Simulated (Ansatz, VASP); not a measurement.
SrO: VASP beside Ansatz

INCAR

```
PREC = Accurate
ENCUT = 520
EDIFF = 1E-6
ISMEAR = -1
SIGMA = 0.02
LREAL = False
LASPH = True
NELM = 80
ALGO = Normal
ISIF = 2
LWAVE = False
LCHARG = False
GGA = PE
NBANDS = 15
```

The input KPOINTS:

```
Automatic mesh
0
Gamma
  8 8 8
```

POSCAR

```
SrO
1.0
    0.0000000000      2.5798923266      2.6252984315
    2.5798923266      0.0000000000      2.6252984315
    2.5798923266      2.5798923266      0.0000000000
Sr O
1 1
Direct
    0.0000000000      0.0000000000      0.0000000000
    0.5000000000      0.5000000000      0.5000000000
```

Input for Ansatz:

```yaml
crystal:
  lattice:
    - [0.0, 2.5798923266, 2.6252984315]
    - [2.5798923266, 0.0, 2.6252984315]
    - [2.5798923266, 2.5798923266, 0.0]
  atoms:
    - { symbol: Sr, position: [0.0, 0.0, 0.0] }
    - { symbol: O, position: [0.5, 0.5, 0.5] }
kpoints:
  mp_grid: { grid: [8, 8, 8] }
  band_path:
    path:
      - [0.0, 0.0, 0.0]
      - [0.5, 0.0, 0.5]
      - [0.625, 0.25, 0.625]
      - [0.375, 0.375, 0.75]
      - [0.5, 0.5, 0.5]
      - [0.5, 0.25, 0.75]
    npoints: 1
hamiltonian:
  xc: pbe
scf:
  occupations: { method: fermi_dirac, width: 0.02 }
  n_extra_bands: 4
output:
  forces: true
  stress: true
  eigenvalues: true
```

Change from the starting cell: uniaxial_z strain +1.8%.

Alike in both runs: task single point; functional PBE; k mesh 8 × 8 × 8; occupations fermi-dirac, width 0.02 eV; no spin polarisation.

|  | VASP | Ansatz |
| --- | --- | --- |
| version | VASP 6.6.1 | Ansatz 0.2.0 |
| potentials or method | VASP PAW PBE potentials, release 64 (Sr_sv, O) | plane waves, PAW |
| plane-wave cutoff (eV) | 520 | 420 |
| valence electrons in the cell | 16 | 16 |

```tsv
	VASP	Ansatz	Ansatz less VASP
gap on the k mesh at the Fermi level (eV)	3.24	3.29	+0.047
pressure (GPa)	0.8	0.3	-0.52
traceless stress, the component that is largest in VASP (GPa)	-1.37	-1.30	+0.074
```

The functional is the same, so the differences come from potentials, cutoffs and numerics.
